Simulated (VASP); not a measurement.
# Bi (I4/mmm) in VASP: a series of runs, part 2 of 2

VASP 6.6.1. The steps go on from the part before.

### 5 Single point, PBEsol+D3(BJ) (26.20 Å³/atom)

INCAR

```
ALGO = Fast
EDIFF = 1E-6
ENCUT = 520
GGA = PS
ISIF = 2
ISMEAR = 0
IVDW = 12
LASPH = T
LCHARG = F
LREAL = F
LWAVE = F
NBANDS = 14
NELM = 60
PREC = Accurate
SIGMA = 0.15
```

KPOINTS

```
k-points
0
Gamma
  18 18 18
```

POSCAR

```
Bi
1.0
   -1.6113520536      1.6113520536      2.5230550455
    1.6113520536     -1.6113520536      2.5230550455
    1.6113520536      1.6113520536     -2.5230550455
Bi
1
Direct
    0.0000000000      0.0000000000      0.0000000000
```

Potentials or basis: VASP PAW PBE potentials, release 64 (Bi_d).

On the command line:

```bash
cat potpaw_PBE.64/Bi_d/POTCAR > POTCAR
mpirun -np 1 vasp_std > vasp.out
```

OUTCAR:

```text
EDIFF = 1E-6
   ENCUT = 520
   GGA = PS
   ISIF = 2
   ISMEAR = 0
   IVDW = 12
   LASPH = T
   LREAL = F
   NELM = 60
   PREC = Accurate
 IVDW          = 12

 ion  position               nearest neighbor table
   1  0.000  0.000  0.000-

  LATTYP: Found a body centered tetragonal cell.
 ALAT       =     3.2227041072
 C/A-ratio  =     1.5658000000

  Lattice vectors:

 A1 = (  -1.6113520536,   1.6113520536,   2.5230550455)
 A2 = (   1.6113520536,  -1.6113520536,   2.5230550455)
 A3 = (   1.6113520536,   1.6113520536,  -2.5230550455)

Analysis of symmetry for initial positions (statically):
=====================================================================
 Subroutine PRICEL returns:
 Original cell was already a primitive cell.

 Routine SETGRP: Setting up the symmetry group for a
 body centered tetragonal supercell.

 Subroutine GETGRP returns: Found 16 space group operations
 (whereof 16 operations were pure point group operations)
 out of a pool of 16 trial point group operations.

The static configuration has the point symmetry D_4h.

Analysis of symmetry for dynamics (positions and initial velocities):
=====================================================================
 Subroutine PRICEL returns:
 Original cell was already a primitive cell.

 Routine SETGRP: Setting up the symmetry group for a
 body centered tetragonal supercell.

 Subroutine GETGRP returns: Found 16 space group operations
 (whereof 16 operations were pure point group operations)
 out of a pool of 16 trial point group operations.

The dynamic configuration has the point symmetry D_4h.

 Subroutine INISYM returns: Found 16 space group operations
 (whereof 16 operations are pure point group operations),
 and found     1 'primitive' translations

----------------------------------------------------------------------------------------

                                     Primitive cell

  volume of cell :      26.2040

  direct lattice vectors                    reciprocal lattice vectors
    -1.611352054  1.611352054  2.523055046     0.000000000  0.310298422  0.198172450
     1.611352054 -1.611352054  2.523055046     0.310298422  0.000000000  0.198172450
     1.611352054  1.611352054 -2.523055046     0.310298422  0.310298422  0.000000000

  length of vectors
     3.399811413  3.399811413  3.399811413     0.368181247  0.368181247  0.438828237

  position of ions in fractional coordinates (direct lattice)
     0.000000000  0.000000000  0.000000000

  ion indices of the primitive-cell ions
   primitive index   ion index
                 1           1

----------------------------------------------------------------------------------------

 KPOINTS: k-points

Automatic generation of k-mesh.
 Grid dimensions read from file:
 generate k-points for:   18   18   18

 Generating k-lattice:

  Cartesian coordinates                     Fractional coordinates (reciprocal lattice)
     0.000000000  0.017238801  0.011009581     0.055555556  0.000000000  0.000000000
     0.017238801  0.000000000  0.011009581     0.000000000  0.055555556  0.000000000
     0.017238801  0.017238801  0.000000000     0.000000000  0.000000000  0.055555556

  Length of vectors
     0.020454514  0.020454514  0.024379347

  Shift w.r.t. Gamma in fractional coordinates (k-lattice)
     0.000000000  0.000000000  0.000000000

 Subroutine IBZKPT returns following result:
 ===========================================

 Found    480 irreducible k-points:

 Following reciprocal coordinates:
            Coordinates               Weight
  0.000000  0.000000  0.000000      1.000000
  0.055556 -0.000000  0.000000      8.000000
  0.111111 -0.000000  0.000000      8.000000
  0.166667  0.000000  0.000000      8.000000
  0.222222  0.000000 -0.000000      8.000000
  0.277778 -0.000000  0.000000      8.000000
[... 16 lines left out ...]
 -0.277778  0.055556 -0.000000     16.000000
 -0.222222  0.055556 -0.000000     16.000000
 [... further k-points ...]
   k-points           NKPTS =    480   k-points in BZ     NKDIM =    480   number of bands    NBANDS=     14
   number of dos      NEDOS =    301   number of ions     NIONS =      1
   total plane-waves  NPLWV =  21952
   dimension x,y,z NGX =    28 NGY =   28 NGZ =   28
   dimension x,y,z NGXF=    56 NGYF=   56 NGZF=   56
   ions per type =               1
   NGX,Y,Z   is equivalent  to a cutoff of  13.69, 13.69, 13.69 a.u.
   NGXF,Y,Z  is equivalent  to a cutoff of  27.38, 27.38, 27.38 a.u.
 SYSTEM =  unknown system
   PREC   = accura    normal or accurate (medium, high low for compatibility)
   ISTART =      0    job   : 0-new  1-cont  2-samecut
   ICHARG =      2    charge: 1-file 2-atom 10-const
   ISPIN  =      1    spin polarized calculation?
   LNONCOLLINEAR =      F non collinear calculations
   LSORBIT =      F    spin-orbit coupling
   LASPH  =      T    aspherical Exc in radial PAW
   ENCUT  =  520.0 eV  38.22 Ry    6.18 a.u.   6.32  6.32  6.32*2*pi/ulx,y,z
   NELM   =     60;   NELMIN=  2; NELMDL= -5     # of ELM steps
   EDIFF  = 0.1E-05   stopping-criterion for ELM
   LREAL  =      F    real-space projection
   EDIFFG = 0.1E-04   stopping-criterion for IOM
   NSW    =      0    number of steps for IOM
   IBRION =     -1    ionic relax: 0-MD 1-quasi-New 2-CG
   NFREE  =      0    steps in history (QN), initial steepest desc. (CG)
   ISIF   =      2    stress and relaxation
   ISYM   =      2    0-nonsym 1-usesym 2-fastsym
   POTIM  = 0.5000    time-step for ionic-motion
   TEBEG  =    0.0;   TEEND  =   0.0 temperature during run
   PSTRESS=    0.0 pullay stress
   NELECT =      15.0000    total number of electrons
   NUPDOWN=      -1.0000    fix difference up-down
   EMIN   =  10.00;   EMAX   =-10.00  energy-range for DOS
   EFERMI =   0.00;   METHOD = LEGACY
   ISMEAR =     0;   SIGMA  =   0.15  broadening in eV -4-tet -1-fermi 0-gaus
   EFERMI_NEDOS =   21; number of points for ismear=-14 and -15
   IALGO  =     68    algorithm
   IMIX   =      4    mixing-type and parameters
     AMIX     =   0.40;   BMIX     =  1.00
     AMIX_MAG =   1.60;   BMIX_MAG =  1.00
  volume/ion in A,a.u.               =      26.20       176.83
  Fermi-wavevector in a.u.,A,eV,Ry     =   1.359302  2.568709 25.139522  1.847703
  Thomas-Fermi vector in A             =   2.486062
   LORBIT       =      0    0 simple, 1 ext, 2 COOP (PROOUT), +10 PAW based schemes
   GGA     = PS    functional components
   LHFCALC =     F    Hartree Fock is set to
   AEXX    =    0.0000 exact exchange contribution
   IVDW    =    12    specifies the selected vdW correction
   LEPSILON=     F    determine dielectric tensor
   LRPA    =     F    only Hartree local field effects (RPA)
 non-spin polarized calculation
 RMM-DIIS sequential band-by-band and
 Gauss-broadening in eV      SIGMA  =   0.15
  energy-cutoff  :      520.00
  volume of cell :       26.20
 maximum number of plane-waves:       721
 NGX is ok and might be reduce to    28
   NGX = 13   NGY = 13   NGZ = 13

 number of electron      15.0000002 magnetization

 Free energy of the ion-electron system (eV)
  ---------------------------------------------------
  ext. energy  EPLUGINS =         0.00000000
  ---------------------------------------------------
  free energy    TOTEN  =        -4.03954276 eV

  energy without entropy =       -4.03249888  energy(sigma->0) =       -4.03602082

 E-fermi :  10.1507     XC(G=0): -11.2855

 val. band max:       10.1468175810   @ k =  -0.2222   0.3333   0.1111
 cond. band min:      10.1525471669   @ k =  -0.1667  -0.2778   0.1667
 fundamental gap:      0.0057295860
 Fermi energy:        10.1507037726

 k-point     1 :       0.0000    0.0000    0.0000
  band No.  band energies     occupation
      1     -13.1101      2.00000
      2     -12.9831      2.00000
      3     -12.9831      2.00000
      4     -12.9601      2.00000
      5     -12.8381      2.00000
      6      -4.8172      2.00000
      7      16.3090      0.00000
      8      16.3090      0.00000
      9      16.3306      0.00000
     10      19.1630      0.00000
     11      21.1331      0.00000
     12      21.7507      0.00000
     13      21.8403      0.00000
     14      22.1526      0.00000
[... 377 lines left out ...]
      1     -13.0500      2.00000
      2     -13.0055      2.00000
      3     -12.9491      2.00000
      4     -12.9050      2.00000
      5     -12.8557      2.00000
      6      -3.8603      2.00000
      7      10.5735      0.00007
      8      14.4555      0.00000
      9      15.6340      0.00000
     10      18.6883      0.00000
     11      20.6055      0.00000
     12      21.7666      0.00000
     13      22.4501      0.00000
     14      24.3857      0.00000

 [... further k-points ...]

------------------------ aborting loop because EDIFF is reached ----------------------------------------

 Edisp (eV)   -0.62683

 E8    (eV) :    -0.4490

  FORCE on cell =-STRESS in cart. coord.  units (eV):
  Direction    XX          YY          ZZ          XY          YZ          ZX
  --------------------------------------------------------------------------------------
  -------------------------------------------------------------------------------------
  Total       1.33999     1.33999     1.15844     0.00000    -0.00000     0.00000
  in kB      81.93006    81.93006    70.82960     0.00000    -0.00000     0.00000
  external pressure =       78.23 kB  Pullay stress =        0.00 kB

 VOLUME and BASIS-vectors are now :
 -----------------------------------------------------------------------------
  energy-cutoff  :      520.00
  volume of cell :       26.20
      direct lattice vectors                 reciprocal lattice vectors
    -1.611352054  1.611352054  2.523055046     0.000000000  0.310298422  0.198172450
     1.611352054 -1.611352054  2.523055046     0.310298422  0.000000000  0.198172450
     1.611352054  1.611352054 -2.523055046     0.310298422  0.310298422  0.000000000

 POSITION                                       TOTAL-FORCE (eV/Angst)
 -----------------------------------------------------------------------------------
      0.00000      0.00000      0.00000         0.000000      0.000000      0.000000
 -----------------------------------------------------------------------------------
    total drift:                               -0.000000     -0.000000     -0.000000

  FREE ENERGIE OF THE ION-ELECTRON SYSTEM (eV)
  ---------------------------------------------------
  free  energy   TOTEN  =        -4.6663769468 eV

  energy  without entropy=       -4.6593330717  energy(sigma->0) =       -4.66285501
```

OSZICAR:

```text
N       E                     dE             d eps       ncg     rms          rms(c)
DAV:   1     0.113051203233E+03    0.11305E+03   -0.76857E+03 13610   0.131E+03
DAV:   2     0.217064025025E+01   -0.11088E+03   -0.10703E+03 14430   0.345E+02
DAV:   3    -0.391379838716E+01   -0.60844E+01   -0.60568E+01 17118   0.775E+01
DAV:   4    -0.404633037777E+01   -0.13253E+00   -0.13250E+00 17000   0.119E+01
DAV:   5    -0.405166013168E+01   -0.53298E-02   -0.53296E-02 18952   0.220E+00    0.537E-01
RMM:   6    -0.404277571427E+01    0.88844E-02   -0.68833E-03 16800   0.101E+00    0.286E-01
RMM:   7    -0.403956281203E+01    0.32129E-02   -0.59293E-03 16703   0.806E-01    0.649E-02
RMM:   8    -0.403951559716E+01    0.47215E-04   -0.12895E-03 20054   0.396E-01    0.104E-02
RMM:   9    -0.403954170716E+01   -0.26110E-04   -0.28333E-04 22657   0.146E-01    0.108E-02
RMM:  10    -0.403954367051E+01   -0.19634E-05   -0.37696E-05 19320   0.856E-02    0.681E-03
RMM:  11    -0.403954201318E+01    0.16573E-05   -0.19784E-05 19333   0.492E-02    0.172E-03
RMM:  12    -0.403954275593E+01   -0.74275E-06   -0.87796E-06 16664   0.270E-02
   1 F= -.46663769E+01 E0= -.46628550E+01  d E =-.704388E-02
```

It took 91 s on 1 thread of Intel Xeon 6975P-C (Granite Rapids), shared host; peak memory 0.29 GiB.

What came out:

```yaml
Free_energy: -4.6664 eV
Pressure: 7.8 GPa
Band_gap_on_the_k_mesh: zero (an odd number of electrons rules out a gap without spin polarisation)
Dispersion_energy_per_atom: -0.627 eV
```

Levels at points of the mesh, in eV from the Fermi level:
```tsv
k point	band 3	band 4	band 5	band 6	band 7	band 8	band 9	band 10	band 11	band 12
(0.00, 0.00, 0.00)	-23.13	-23.11	-22.99	-14.97	6.16	6.16	6.18	9.01	10.98	11.60
(0.50, 0.00, 0.00)	-23.12	-22.94	-22.90	-11.08	-6.41	3.05	5.13	7.78	8.75	10.63
(0.50, 0.50, 0.00)	-22.94	-22.94	-22.82	-9.12	-5.13	-0.45	0.35	3.86	5.15	16.28
(0.50, 0.50, 0.50)	-22.92	-22.90	-22.90	-10.42	-5.95	1.29	1.29	5.16	6.26	18.91
```

Caveat: the cell stands under pressure; the PAW data sets were made with another functional, which shifts forces and pressure a little; spin-orbit coupling is left out, which moves the levels of the heavy elements.

### 6 The runs side by side

```tsv
cell	further INCAR settings	gap on the mesh (eV)	pressure (GPa)
a = 3.256 Å, angles 105.7, 105.7, 117.3°, 1 atom	ALGO = Fast; EDIFF = 1e-07; NBANDS = 14	none	7.8
a = 3.258 Å, angles 113.7, 113.7, 101.2°, 1 atom	ALGO = Fast; EDIFF = 1e-06; NBANDS = 14	none	7.4
a = 3.309 Å, angles 118.4, 118.4, 92.7°, 1 atom	ALGO = Fast; EDIFF = 1e-06; NBANDS = 14	none	7.5
a = 3.400 Å, angles 123.4, 123.4, 84.2°, 1 atom	ALGO = Fast; EDIFF = 1e-06; NBANDS = 14	none	7.8
```

Alike in all rows: task single point; level PBEsol+D3(BJ); potentials or basis VASP PAW PBE potentials, release 64 (Bi_d); no spin polarisation; k mesh 18 × 18 × 18; cutoff (eV) 520; smearing gaussian 0.15 eV.

Caveats: the cell stands under pressure; the PAW data sets were made with another functional, which shifts forces and pressure a little; spin-orbit coupling is left out, which moves the levels of the heavy elements.

Absolute energies hang on the potentials; compare differences alone.
